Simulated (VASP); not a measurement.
# P (Cmce) in VASP: notebook

Aim: see how the results for P move with the level of theory and the settings. Levels: PBE, PBE-based screened hybrid with 25 % exact exchange. Tasks: relaxation of cell and atoms, single point.

Everything below comes from runs of VASP 6.6.1. Logs are shortened: lines on timing, memory, paths and dates and some standing lists are left out, and cuts for length are marked.

**1. The cell of the first run**

Symmetry: Cmce, No. 64, orthorhombic system. Conventional cell: a = 3.295 Å, b = 10.930 Å, c = 4.544 Å, α = 90.00°, β = 90.00°, γ = 90.00°. P (site symmetry m) has 3 P at 2.20 to 2.25 Å within 2.9 Å.

**2. Relaxation of cell and atoms, PBE**

INCAR reads:

```
PREC = Accurate ; ENCUT = 600
EDIFF = 1E-6 ; ISMEAR = -1
SIGMA = 0.05 ; LREAL = F
LASPH = T ; NELM = 80
ALGO = Normal ; ISIF = 3
LWAVE = F ; LCHARG = F
GGA = PE ; IBRION = 2
NSW = 60 ; EDIFFG = -0.01
```

KPOINTS reads:

```
regular mesh
0
Gamma
  8 8 6
```

POSCAR reads:

```
P
1.0
    1.6477431241     -5.4650377251      0.0000000000
    1.6477431241      5.4650377251      0.0000000000
    0.0000000000      0.0000000000      4.5436355900
P
4
Direct
    0.9041431300      0.0958568700      0.5888151700
    0.0958568700      0.9041431300      0.4111848300
    0.5958568700      0.4041431300      0.0888151700
    0.4041431300      0.5958568700      0.9111848300
```

Potentials or basis: VASP PAW PBE potentials, release 64 (P).

Started as:

```sh
$ cat potpaw_PBE.64/P/POTCAR > POTCAR
$ mpirun -np 1 vasp_std > vasp.out
```

OUTCAR:

```text
PREC = Accurate
   ENCUT = 600
   EDIFF = 1E-6
   ISMEAR = -1
   LREAL = F
   LASPH = T
   NELM = 80
   ISIF = 3
   GGA = PE
   IBRION = 2
   NSW = 60
   EDIFFG = -0.01

 ion  position               nearest neighbor table
   1  0.904  0.096  0.589-   4 2.20   4 2.20   2 2.25
   2  0.096  0.904  0.411-   3 2.20   3 2.20   1 2.25
   3  0.596  0.404  0.089-   2 2.20   2 2.20   4 2.25
   4  0.404  0.596  0.911-   1 2.20   1 2.20   3 2.25

  LATTYP: Found a base centered orthorhombic cell.
 ALAT       =     3.2954862482
 B/A-ratio  =     3.3166806435
 C/A-ratio  =     1.3787451222

  Lattice vectors:

 A1 = (   1.6477431241,  -5.4650377251,   0.0000000000)
 A2 = (   1.6477431241,   5.4650377251,   0.0000000000)
 A3 = (   0.0000000000,   0.0000000000,   4.5436355900)

Analysis of symmetry for initial positions (statically):
=====================================================================
 Subroutine PRICEL returns:
 Original cell was already a primitive cell.

 Routine SETGRP: Setting up the symmetry group for a
 base centered orthorhombic supercell.

 Subroutine GETGRP returns: Found  8 space group operations
 (whereof  4 operations were pure point group operations)
 out of a pool of  8 trial point group operations.

The static configuration has the point symmetry C_2h.
 The point group associated with its full space group is D_2h.

Analysis of symmetry for dynamics (positions and initial velocities):
=====================================================================
 Subroutine PRICEL returns:
 Original cell was already a primitive cell.

 Routine SETGRP: Setting up the symmetry group for a
 base centered orthorhombic supercell.

 Subroutine GETGRP returns: Found  8 space group operations
 (whereof  4 operations were pure point group operations)
 out of a pool of  8 trial point group operations.

The dynamic configuration has the point symmetry C_2h.
 The point group associated with its full space group is D_2h.

 Subroutine INISYM returns: Found  8 space group operations
 (whereof  4 operations are pure point group operations),
 and found     1 'primitive' translations

----------------------------------------------------------------------------------------

                                     Primitive cell

  volume of cell :      81.8307

  direct lattice vectors                    reciprocal lattice vectors
     1.647743124 -5.465037725  0.000000000     0.303445357 -0.091490677  0.000000000
     1.647743124  5.465037725  0.000000000     0.303445357  0.091490677  0.000000000
     0.000000000  0.000000000  4.543635590     0.000000000  0.000000000  0.220088073

  length of vectors
     5.708037731  5.708037731  4.543635590     0.316937894  0.316937894  0.220088073

  position of ions in fractional coordinates (direct lattice)
     0.904143130  0.095856870  0.588815170
     0.095856870  0.904143130  0.411184830
     0.595856870  0.404143130  0.088815170
     0.404143130  0.595856870  0.911184830

  ion indices of the primitive-cell ions
   primitive index   ion index
                 1           1
                 2           2
                 3           3
                 4           4

----------------------------------------------------------------------------------------

 KPOINTS: regular mesh

Automatic generation of k-mesh.
 Grid dimensions read from file:
 generate k-points for:    8    8    6

 Generating k-lattice:

  Cartesian coordinates                     Fractional coordinates (reciprocal lattice)
     0.037930670 -0.011436335  0.000000000     0.125000000 -0.000000000  0.000000000
     0.037930670  0.011436335  0.000000000    -0.000000000  0.125000000  0.000000000
     0.000000000  0.000000000  0.036681345     0.000000000  0.000000000  0.166666667

  Length of vectors
     0.039617237  0.039617237  0.036681345

  Shift w.r.t. Gamma in fractional coordinates (k-lattice)
     0.000000000  0.000000000  0.000000000

 Subroutine IBZKPT returns following result:
 ===========================================

 Found     84 irreducible k-points:

 Following reciprocal coordinates:
            Coordinates               Weight
  0.000000  0.000000  0.000000      1.000000
  0.125000  0.000000  0.000000      4.000000
  0.250000  0.000000  0.000000      4.000000
  0.375000  0.000000  0.000000      4.000000
  0.500000  0.000000  0.000000      2.000000
  0.125000  0.125000  0.000000      2.000000
[... 16 lines left out ...]
  0.125000  0.000000  0.166667      8.000000
  0.250000  0.000000  0.166667      8.000000
 [... further k-points ...]
   k-points           NKPTS =     84   k-points in BZ     NKDIM =     84   number of bands    NBANDS=     14
   number of dos      NEDOS =    301   number of ions     NIONS =      4
   total plane-waves  NPLWV =  82944
   dimension x,y,z NGX =    48 NGY =   48 NGZ =   36
   dimension x,y,z NGXF=    96 NGYF=   96 NGZF=   72
   ions per type =               4
   NGX,Y,Z   is equivalent  to a cutoff of  13.98, 13.98, 13.17 a.u.
   NGXF,Y,Z  is equivalent  to a cutoff of  27.96, 27.96, 26.34 a.u.
 SYSTEM =  unknown system
   PREC   = accura    normal or accurate (medium, high low for compatibility)
   ISTART =      0    job   : 0-new  1-cont  2-samecut
   ICHARG =      2    charge: 1-file 2-atom 10-const
   ISPIN  =      1    spin polarized calculation?
   LNONCOLLINEAR =      F non collinear calculations
   LSORBIT =      F    spin-orbit coupling
   LASPH  =      T    aspherical Exc in radial PAW
   ENCUT  =  600.0 eV  44.10 Ry    6.64 a.u.  11.40 11.40  9.07*2*pi/ulx,y,z
   NELM   =     80;   NELMIN=  2; NELMDL= -5     # of ELM steps
   EDIFF  = 0.1E-05   stopping-criterion for ELM
   LREAL  =      F    real-space projection
   EDIFFG = -.1E-01   stopping-criterion for IOM
   NSW    =     60    number of steps for IOM
   IBRION =      2    ionic relax: 0-MD 1-quasi-New 2-CG
   NFREE  =      1    steps in history (QN), initial steepest desc. (CG)
   ISIF   =      3    stress and relaxation
   ISYM   =      2    0-nonsym 1-usesym 2-fastsym
   POTIM  = 0.5000    time-step for ionic-motion
   TEBEG  =    0.0;   TEEND  =   0.0 temperature during run
   PSTRESS=    0.0 pullay stress
   NELECT =      20.0000    total number of electrons
   NUPDOWN=      -1.0000    fix difference up-down
   EMIN   =  10.00;   EMAX   =-10.00  energy-range for DOS
   EFERMI =   0.00;   METHOD = LEGACY
   ISMEAR =    -1;   SIGMA  =   0.05  broadening in eV -4-tet -1-fermi 0-gaus
   EFERMI_NEDOS =   21; number of points for ismear=-14 and -15
   IALGO  =     38    algorithm
   IMIX   =      4    mixing-type and parameters
     AMIX     =   0.40;   BMIX     =  1.00
     AMIX_MAG =   1.60;   BMIX_MAG =  1.00
  volume/ion in A,a.u.               =      20.46       138.06
  Fermi-wavevector in a.u.,A,eV,Ry     =   1.023559  1.934246 14.254450  1.047673
  Thomas-Fermi vector in A             =   2.157299
   LORBIT       =      0    0 simple, 1 ext, 2 COOP (PROOUT), +10 PAW based schemes
   GGA     = PE    functional components
   LHFCALC =     F    Hartree Fock is set to
   AEXX    =    0.0000 exact exchange contribution
   IVDW    =     0    specifies the selected vdW correction
   LEPSILON=     F    determine dielectric tensor
   LRPA    =     F    only Hartree local field effects (RPA)
 conjugate gradient relaxation of ions
 non-spin polarized calculation
  energy-cutoff  :      600.00
  volume of cell :       81.83
 maximum number of plane-waves:      2758
 NGX is ok and might be reduce to    48
   NGX = 23   NGY = 23   NGZ = 19

--------------------------------------- Ionic step        1  -------------------------------------------

 number of electron      20.0000001 magnetization

 Free energy of the ion-electron system (eV)
  ---------------------------------------------------
  ext. energy  EPLUGINS =         0.00000000
  ---------------------------------------------------
  free energy    TOTEN  =       -21.49131648 eV

  energy without entropy =      -21.49091940  energy(sigma->0) =      -21.49111794

------------------------ aborting loop because EDIFF is reached ----------------------------------------

  FORCE on cell =-STRESS in cart. coord.  units (eV):
  Direction    XX          YY          ZZ          XY          YZ          ZX
  --------------------------------------------------------------------------------------
  -------------------------------------------------------------------------------------
  Total        0.7695173      0.8570431      0.9528611      0.0000000      0.0000000      0.0000000
  in kB       15.0665141     16.7801982     18.6562347      0.0000000      0.0000000      0.0000000
  external PRESSURE =      16.8343157 kB  Pullay stress =       0.0000000 kB
[... 95 lines left out ...]
  FREE ENERGIE OF THE ION-ELECTRON SYSTEM (eV)
  ---------------------------------------------------
  free  energy   TOTEN  =       -21.5030455199 eV

  energy  without entropy=      -21.5026958652  energy(sigma->0) =      -21.50287069

[... ionic steps 4 to 18 ...]

--------------------------------------- Ionic step       19  -------------------------------------------

 number of electron      19.9999999 magnetization

------------------------ aborting loop because EDIFF is reached ----------------------------------------
[... 71 lines left out ...]
--------------------------------------- Ionic step       21  -------------------------------------------

 number of electron      19.9999999 magnetization

 Free energy of the ion-electron system (eV)
  ---------------------------------------------------
  ext. energy  EPLUGINS =         0.00000000
  ---------------------------------------------------
  free energy    TOTEN  =       -21.50642474 eV

  energy without entropy =      -21.50612797  energy(sigma->0) =      -21.50627636

 E-fermi :   5.3813     XC(G=0):  -9.2072

 val. band max:        5.2936111879   @ k =   0.5000   0.5000   0.0000
 cond. band min:       5.4611992969   @ k =   0.5000   0.5000   0.0000
 fundamental gap:      0.1675881089
 Fermi energy:         5.3812900348

 k-point     1 :       0.0000    0.0000    0.0000
  band No.  band energies     occupation
      1     -10.1816      2.00000
      2      -7.5227      2.00000
      3      -4.2915      2.00000
      4      -1.1540      2.00000
      5       0.3444      2.00000
      6       0.5482      2.00000
      7       1.5008      2.00000
      8       2.7101      2.00000
      9       3.0163      2.00000
     10       4.3355      2.00000
     11       6.0681      0.00000
     12       6.5260      0.00000
     13       7.4186      0.00000
     14       8.2132      0.00000
[... 377 lines left out ...]
      1      -9.2992      2.00000
      2      -7.0351      2.00000
      3      -4.6923      2.00000
      4      -1.7532      2.00000
      5      -0.6888      2.00000
      6      -0.2498      2.00000
      7       1.4077      2.00000
      8       1.8161      2.00000
      9       3.0224      2.00000
     10       3.7755      2.00000
     11       6.5284      0.00000
     12       7.2013      0.00000
     13       7.5353      0.00000
     14       8.6588      0.00000

 [... further k-points ...]

------------------------ aborting loop because EDIFF is reached ----------------------------------------

  FORCE on cell =-STRESS in cart. coord.  units (eV):
  Direction    XX          YY          ZZ          XY          YZ          ZX
  --------------------------------------------------------------------------------------
  -------------------------------------------------------------------------------------
  Total       -0.0079445     -0.0231301      0.0010591      0.0000000     -0.0000000      0.0000000
  in kB       -0.1490851     -0.4340569      0.0198740      0.0000000     -0.0000000      0.0000000
  external PRESSURE =      -0.1877560 kB  Pullay stress =       0.0000000 kB
[... 19 lines left out ...]
  FREE ENERGIE OF THE ION-ELECTRON SYSTEM (eV)
  ---------------------------------------------------
  free  energy   TOTEN  =       -21.5064247440 eV

  energy  without entropy=      -21.5061279688  energy(sigma->0) =      -21.50627636

 reached required accuracy - stopping structural energy minimisation
```

Run time: 15 min. Hardware: 1 thread of Intel Xeon Platinum 8488C (Sapphire Rapids), shared host; peak memory 0.32 GiB.

Results:

```
Free energy                           : -21.5064 eV
Relaxed volume                        : 21.34 Å³/atom
Relaxed cell                          : a = 5.897 Å, b = 5.897 Å, c = 4.560 Å, α = 90.00°, β = 90.00°, γ = 147.42°
Space group after relaxing (to 0.1 Å) : Cmce (No. 64)
Energy gained by relaxing             : 3.8 meV/atom
Ionic steps                           : 21
Pressure after relaxing               : 0.0 GPa
Largest force after relaxing          : 0.005 eV/Å
Band gap on the k mesh                : 0.17 eV
```

Forces in eV/Å, atoms in the order of the input:
```
P    0.000 -0.003  0.004
P    0.000  0.003 -0.004
P    0.000  0.003  0.004
P    0.000 -0.003 -0.004
```

Step by step:
| step | energy change (eV) | largest force (eV/Å) | pressure (GPa) | volume (Å³) |
| --- | --- | --- | --- | --- |
| 1 | 0.0000 | 0.2863 | 1.68 | 81.83 |
| 2 | -0.0044 | 0.2035 | -1.30 | 84.40 |
| 3 | -0.0117 | 0.0148 | -0.03 | 83.25 |
| 4 | -0.0124 | 0.0417 | -0.01 | 83.26 |
| 5 | -0.0125 | 0.0604 | 0.00 | 83.27 |
| 6 | -0.0130 | 0.0401 | 0.04 | 83.28 |
| 7 | -0.0135 | 0.0356 | 0.15 | 83.30 |
| 8 | -0.0140 | 0.0255 | 0.09 | 83.47 |
| 9 | -0.0142 | 0.0154 | 0.02 | 83.72 |
| 10 | -0.0143 | 0.0114 | 0.05 | 83.79 |
| 11 | -0.0146 | 0.0086 | 0.11 | 83.98 |
| 12 | -0.0147 | 0.0301 | 0.26 | 84.36 |
| 13 | -0.0147 | 0.0292 | 0.26 | 84.39 |
| 14 | -0.0148 | 0.0269 | 0.25 | 84.48 |
| 15 | -0.0149 | 0.0217 | 0.21 | 84.66 |
| 16 | -0.0150 | 0.0122 | 0.15 | 85.02 |
| 17 | -0.0150 | 0.0139 | 0.03 | 85.75 |
| 18 | -0.0151 | 0.0083 | 0.10 | 85.35 |
| 19 | -0.0151 | 0.0079 | 0.10 | 85.39 |
| 20 | -0.0151 | 0.0056 | 0.07 | 85.39 |
| 21 | -0.0151 | 0.0048 | -0.02 | 85.38 |

Final structure:
```cif
data_structure
_symmetry_space_group_name_H-M 'P 1'
_symmetry_Int_Tables_number 1
_cell_length_a 5.8966
_cell_length_b 5.8966
_cell_length_c 4.5600
_cell_angle_alpha 90.000
_cell_angle_beta 90.000
_cell_angle_gamma 147.419
_cell_volume 85.38
loop_
_atom_site_label
_atom_site_type_symbol
_atom_site_fract_x
_atom_site_fract_y
_atom_site_fract_z
_atom_site_occupancy
P1 P 0.90651 0.09349 0.58676 1
P2 P 0.09349 0.90651 0.41324 1
P3 P 0.59349 0.40651 0.08676 1
P4 P 0.40651 0.59349 0.91324 1
```

Caveat: semilocal functionals underestimate gaps, and a narrow one can read as zero. A k mesh can miss the band edges.

**3. Single point, PBE-based screened hybrid with 25 % exact exchange**

POSCAR is that of step 2.

INCAR.step1 reads:

```
SYSTEM = P
ALGO = Normal
EDIFF = 1E-5
ENCUT = 520
GGA = PE
ISIF = 2
ISMEAR = -1
LASPH = .True.
LCHARG = .False.
LREAL = .False.
LWAVE = .True.
NBANDS = 18
NELM = 80
PREC = Accurate
SIGMA = 0.05
```

INCAR.step2 reads:

```
SYSTEM = P
AEXX = 0.25
ALGO = Normal
EDIFF = 1E-6
ENCUT = 520
GGA = PE
HFSCREEN = 0.4
ISIF = 2
ISMEAR = -1
ISTART = 1
LASPH = .True.
LCHARG = .False.
LHFCALC = .True.
LREAL = .False.
LWAVE = .False.
NBANDS = 18
NELM = 80
PREC = Accurate
PRECFOCK = Normal
SIGMA = 0.05
```

KPOINTS reads:

```
k-points
0
Gamma
  4 4 3
  0 0 0
```

Potentials or basis: VASP PAW PBE potentials, release 64 (P).

Started as:

```sh
$ cat potpaw_PBE.64/P/POTCAR > POTCAR
$ cp INCAR.step1 INCAR
$ mpirun -np 1 vasp_std > vasp.out
$ cp INCAR.step2 INCAR
$ mpirun -np 1 vasp_std > vasp.out
```

It took 22 min on 1 thread of Intel Xeon Platinum 8259CL at 2.50GHz (Skylake/Cascade Lake), shared host; peak memory 0.34 GiB.

The run converged. Its results:

* Free energy: -24.1117 eV
* Pressure: 0.0 GPa
* Largest force: 0.162 eV/Å
* Band gap on the k mesh: 0.43 eV

Forces in eV/Å, atoms in the order of the input:
```
P    0.000 -0.142 -0.077
P    0.000  0.142  0.077
P    0.000  0.142 -0.077
P    0.000 -0.142  0.077
```

Stress tensor (GPa, compression positive):
```
 1.22  0.00  0.00
 0.00 -0.79  0.00
 0.00  0.00 -0.54
```

Levels at points of the mesh, in eV from the valence-band top:
| k point | band 8 | band 9 | band 10 | band 11 | band 12 | band 13 |
| --- | --- | --- | --- | --- | --- | --- |
| (0.00, 0.00, 0.00) | -2.97 | -2.78 | -1.31 | 0.90 | 1.40 | 2.39 |
| (0.50, 0.00, 0.00) | -3.68 | -2.82 | -2.82 | 1.01 | 1.01 | 1.81 |
| (0.50, 0.50, 0.00) | -2.61 | -1.71 | 0.00 | 0.43 | 1.14 | 2.63 |

Caveat: the k points lie up to 0.50 Å⁻¹ apart; the PAW data sets were made with another functional, which shifts forces and pressure a little. A k mesh can miss the band edges.

**4. Single point, PBE-based screened hybrid with 25 % exact exchange**

POSCAR is that of step 3.

INCAR.step1 reads:

```
SYSTEM = P
ALGO     = Normal         ! electronic algorithm
EDIFF    = 1E-5           ! SCF threshold, eV
ENCUT    = 520            ! plane-wave cutoff, eV
GGA      = PE             ! functional
ISIF     = 2              ! what is computed and relaxed
ISMEAR   = -1             ! smearing method
LASPH    = .True.         ! aspherical terms in the spheres
LREAL    = .False.        ! projectors in reciprocal space
LWAVE    = .True.         ! write WAVECAR
NBANDS   = 18             ! bands
NELM     = 60             ! most SCF steps
PREC     = Accurate       ! precision mode
SIGMA    = 0.05           ! smearing width, eV
```

INCAR.step2 reads:

```
SYSTEM = P
AEXX     = 0.25           ! exact-exchange fraction
ALGO     = Normal         ! electronic algorithm
EDIFF    = 1E-7           ! SCF threshold, eV
ENCUT    = 520            ! plane-wave cutoff, eV
GGA      = PE             ! functional
HFSCREEN = 0.6            ! screening, 1/A
ISIF     = 2              ! what is computed and relaxed
ISMEAR   = -1             ! smearing method
ISTART   = 1            
LASPH    = .True.         ! aspherical terms in the spheres
LCHARG   = .True.         ! write CHGCAR
LELF     = .True.         ! ELF
LHFCALC  = .True.         ! exact exchange
LREAL    = .False.        ! projectors in reciprocal space
LVHAR    = .True.       
LWAVE    = .False.        ! write WAVECAR
NBANDS   = 18             ! bands
NELM     = 60             ! most SCF steps
PREC     = Accurate       ! precision mode
PRECFOCK = Normal       
SIGMA    = 0.05           ! smearing width, eV
```

KPOINTS is that of step 3.

Started as:

```sh
$ cat potpaw_PBE.64/P/POTCAR > POTCAR
$ cp INCAR.step1 INCAR
$ mpirun -np 1 vasp_std > vasp.out
$ cp INCAR.step2 INCAR
$ mpirun -np 1 vasp_std > vasp.out
```

Run time: 28 min. Hardware: 1 thread of Intel Xeon Platinum 8259CL at 2.50GHz (Skylake/Cascade Lake), shared host; peak memory 0.34 GiB.

The run converged. Its results:

```yaml
Free_energy: -23.0929 eV
Pressure: 0.5 GPa
Largest_force: 0.149 eV/Å
Band_gap_on_the_k_mesh: 0.28 eV
```

Forces in eV/Å, atoms in the order of the input:
```
P    0.000 -0.080 -0.126
P    0.000  0.080  0.126
P    0.000  0.080 -0.126
P    0.000 -0.080  0.126
```

Stress tensor (GPa, compression positive):
```
 1.78  0.00  0.00
 0.00 -0.28  0.00
 0.00  0.00  0.01
```

Levels at points of the mesh, in eV from the valence-band top:
```csv
k point,band 6,band 7,band 8,band 9,band 10,band 11,band 12,band 13,band 14,band 15
"(0.00, 0.00, 0.00)",-5.12,-4.28,-2.90,-2.72,-1.28,0.76,1.23,2.19,3.15,5.84
"(0.50, 0.00, 0.00)",-5.86,-3.58,-3.58,-2.77,-2.77,0.85,0.85,1.66,1.66,3.61
"(0.50, 0.50, 0.00)",-5.82,-4.38,-2.56,-1.67,0.00,0.28,0.98,2.42,3.03,5.40
```

Caveat: the k points lie up to 0.50 Å⁻¹ apart; the PAW data sets were made with another functional, which shifts forces and pressure a little. A k mesh can miss the band edges.

**5. Overview**

```csv
task,level,cell,k mesh,cutoff (eV),grid for exact exchange (PRECFOCK),share of exact exchange,screening parameter,gap on the mesh (eV),pressure (GPa),largest force (eV/Å)
relaxation of cell and atoms,PBE,relaxed,8 × 8 × 6,600,-,-,-,0.17,0.0,-
single point,PBE-based screened hybrid with 25 % exact exchange,as given,4 × 4 × 3,520,Normal,0.25,0.4 1/Å,0.43,0.0,0.16
single point,PBE-based screened hybrid with 25 % exact exchange,as given,4 × 4 × 3,520,Normal,0.25,0.6 1/Å,0.28,0.5,0.15
```

Alike in all rows: potentials or basis VASP PAW PBE potentials, release 64 (P); no spin polarisation; smearing fermi-dirac 0.05 eV.

Caveats: some runs use coarse meshes; the PAW data sets were made with another functional, which shifts forces and pressure a little (at least some runs); semilocal functionals underestimate gaps, and a narrow one can read as zero (at least some runs).

Total energies depend on the potentials used, so only differences within one code and one set of settings carry meaning.
